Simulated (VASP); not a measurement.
NaH:

```
CELL_PARAMETERS angstrom
2.93239 0.00000 0.00000
0.00000 2.93239 0.00000
0.00000 0.00000 2.93239
ATOMIC_POSITIONS crystal
Na 0.00000 0.00000 0.00000
H 0.50000 0.50000 0.50000
```

Base run:

```yaml
Program: VASP 6.6.1
Functional: r2SCAN
Potentials_or_basis: VASP PAW PBE potentials, release 64 (Na_pv, H)
Cutoff: 520 eV
k_mesh: 8 × 8 × 8
Occupations: gaussian, width 0.01 eV
Spin: no spin polarisation
```

Its results: band gap on the k mesh 1.61 eV, indirect (least direct gap 5.17 eV); pressure -0.3 GPa.

Question: The run is repeated on the same cell with these changes: functional from r2SCAN to PBE; occupations from gaussian, width 0.01 eV to fermi-dirac, width 0.02 eV. What comes out?

Answer: Band gap on the k mesh 1.03 eV, indirect (least direct gap 4.50 eV); pressure 0.8 GPa.

Caveats: the PAW data sets were made with another functional, which shifts forces and pressure a little (some runs).

A k mesh can miss the band edges.
